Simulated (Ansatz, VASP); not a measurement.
## Al: VASP beside Ansatz

The input INCAR:

```
SYSTEM = Al
PREC     = Accurate       ! precision mode
ENCUT    = 520            ! plane-wave cutoff, eV
EDIFF    = 1E-7           ! SCF threshold, eV
ISMEAR   = 0              ! smearing method
SIGMA    = 0.15           ! smearing width, eV
LREAL    = .FALSE.        ! projectors in reciprocal space
LASPH    = .TRUE.         ! aspherical terms in the spheres
NELM     = 80             ! most SCF steps
ALGO     = Normal         ! electronic algorithm
ISIF     = 2              ! what is computed and relaxed
LWAVE    = .FALSE.        ! write WAVECAR
LCHARG   = .FALSE.        ! write CHGCAR
GGA      = PS             ! functional
NBANDS   = 10             ! bands
```

The input KPOINTS:

```
Automatic mesh
0
G
  18 18 10
  0 0 0
```

POSCAR

```
Al
1.0
    2.8896000000      0.0000000000      0.0000000000
   -1.4448000000      2.5024670068      0.0000000000
    0.0000000000      0.0000000000      4.6382883863
Al
2
Direct
    0.6666666667      0.3333333333      0.7500000000
    0.3333333333      0.6666666667      0.2500000000
```

Input for Ansatz:

```yaml
crystal:
  lattice:
    - [2.8896, 0.0, 0.0]
    - [-1.4448, 2.5024670068, 0.0]
    - [0.0, 0.0, 4.6382883863]
  atoms:
    - { symbol: Al, position: [0.6666666667, 0.3333333333, 0.75] }
    - { symbol: Al, position: [0.3333333333, 0.6666666667, 0.25] }
basis:
  ecutwfc: 420
kpoints:
  mp_grid: { grid: [18, 18, 10] }
hamiltonian:
  xc: pbesol
  pseudopotentials: { kind: paw, azcp: { folder: soft_1 } }
scf:
  occupations: { method: gaussian, width: 0.15 }
output:
  forces: true
  stress: true
  eigenvalues: true
```

Alike in both runs: task single point; functional PBEsol; k mesh 18 × 18 × 10; occupations gaussian, width 0.15 eV; no spin polarisation.

|  | VASP | Ansatz |
| --- | --- | --- |
| version | VASP 6.6.1 | Ansatz 0.2.0 |
| potentials or method | VASP PAW PBE potentials, release 64 (Al), cutoff 520 eV | scalar-relativistic, plane waves, PAW |
| valence electrons in the cell | 6 | 6 |

Ansatz gave:

```
gap on the k mesh at the Fermi level (eV)                     : none
pressure (GPa)                                                : -2.0
traceless stress, the component that is largest in VASP (GPa) : 0.88
```

Task: Estimate VASP's values.

Result: gap on the k mesh at the Fermi level (eV): none; pressure (GPa): -2.0; traceless stress, the component that is largest in VASP (GPa): 0.89.

VASP's potentials were made for PBE, not for PBEsol, and Ansatz warns of the same on its side. A gap of «none» marks a metal or a gap that the smearing closes.
